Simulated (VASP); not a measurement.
**MgO: single point with PBE**

Crystal: MgO.

```
Mg O
1.0
     2.97919    0.00000    0.00000
     0.00000    3.23380    0.00000
     0.00000    0.00000    7.78149
Mg O
3 3
Direct
  0.50000 0.50000 0.17091
  0.50000 0.50000 0.82909
  0.00000 0.00000 0.50000
  0.50000 0.00000 0.32431
  0.00000 0.50000 0.00000
  0.50000 0.00000 0.67569
```

```json
{
 "Program": "VASP 6.6.1",
 "Task": "single point",
 "Functional": "PBE",
 "Potentials or basis": "VASP PAW PBE potentials, release 64 (Mg, O)",
 "Cutoff": "520 eV",
 "k mesh": "10 × 8 × 4",
 "Occupations": "gaussian, width 0.02 eV",
 "Spin": "no spin polarisation",
 "Dipole correction": "no",
 "Further INCAR settings": "ALGO = Normal; EDIFF = 1e-06; NBANDS = 21"
}
```

```
Pressure               : -0.4 GPa
Largest force          : 0.009 eV/Å
Band gap on the k mesh : 1.25 eV, indirect (least direct gap 1.60 eV)
```

Forces in eV/Å, atoms in the order of the input:
```
Mg   0.000  0.000 -0.009
Mg   0.000  0.000  0.009
Mg   0.000  0.000  0.000
O    0.000  0.000  0.003
O    0.000  0.000  0.000
O    0.000  0.000 -0.003
```

Stress tensor (GPa, compression positive):
```
-0.33  0.00  0.00
 0.00 -0.32  0.00
 0.00  0.00 -0.41
```

Levels at points of the mesh, in eV from the valence-band top:
```
           k point  band 10  band 11  band 12  band 13  band 14  band 15
(0.00, 0.00, 0.00)    -1.02    -1.01    -0.36     1.25     4.94     4.99
(0.50, 0.00, 0.00)    -1.59    -1.31     0.00     5.05     6.88     6.95
(0.00, 0.50, 0.00)    -1.06    -0.93    -0.86     4.31     7.14     7.40
(0.50, 0.50, 0.00)    -2.01    -1.34    -1.22     3.28     6.25     6.51
(0.00, 0.00, 0.50)    -1.11    -0.95    -0.35     1.92     3.64     5.84
(0.50, 0.00, 0.50)    -1.36    -1.31     0.00     5.06     6.82     6.93
(0.00, 0.50, 0.50)    -0.93    -0.92    -0.86     4.33     7.04     7.12
(0.50, 0.50, 0.50)    -2.02    -1.42    -1.16     3.52     5.54     6.72
```

Wall time 57 s on 1 thread of Intel(R) Xeon(R) Platinum 8488C (Sapphire Rapids) (shared host), peak memory 0.25 GiB.

A k mesh can miss the band edges. Expect the measured gap to be larger: semilocal functionals such as PBE lack the derivative discontinuity.
